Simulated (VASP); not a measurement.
Write the native input for VASP 6.6.1 that does the following.

```yaml
Task: single point
Functional: PBE
Potentials_or_basis: VASP PAW PBE potentials, release 64 (Sn_d, Se)
Cutoff: 520 eV
k_mesh: 14 × 14 × 14
Occupations: fermi-dirac, width 0.1 eV
Spin: no spin polarisation
Dipole_correction: no
Further_INCAR_settings: ALGO = Normal; EDIFF = 1e-06; NBANDS = 17
```

The structure of SnSe (CsCl type) lies in POSCAR:

```
SnSe
1.0
    2.7114811087      0.0000000000      0.0000000000
    0.0000000000      2.7114811087      0.0000000000
    0.0000000000      0.0000000000      2.7114811087
Sn Se
1 1
Direct
    0.0000000000      0.0000000000      0.0000000000
    0.5000000000      0.5000000000      0.5000000000
```

This cell differs from its parent crystal: volume scaled by 0.4.

The input as run:

INCAR

```
PREC = Accurate ; ENCUT = 520
EDIFF = 1E-6 ; ISMEAR = -1
SIGMA = 0.1 ; LREAL = False
LASPH = True ; NELM = 60
ALGO = Normal ; ISIF = 2
LWAVE = False ; LCHARG = True
GGA = PE ; LELF = True
LVHAR = True ; NBANDS = 17
```

KPOINTS

```
regular mesh
0
Gamma
  14 14 14
```

Potentials or basis: VASP PAW PBE potentials, release 64 (Sn_d, Se).

Launch:

```console
$ cat potpaw_PBE.64/Sn_d/POTCAR potpaw_PBE.64/Se/POTCAR > POTCAR
$ mpirun -np 1 vasp_std > vasp.out
```

It gave:

```yaml
Pressure: 383.2 GPa
Band_gap_on_the_k_mesh: zero (band 10 reaches 27.79 eV, above the bottom of band 11 at 16.85 eV)
```

Caveat: spin-orbit coupling is left out, which moves the levels of the heavy elements.

Wall time 24 s on 1 thread of Intel(R) Xeon(R) Platinum 8259CL CPU @ 2.50GHz (Skylake/Cascade Lake), on a shared host, peak memory 0.15 GiB.
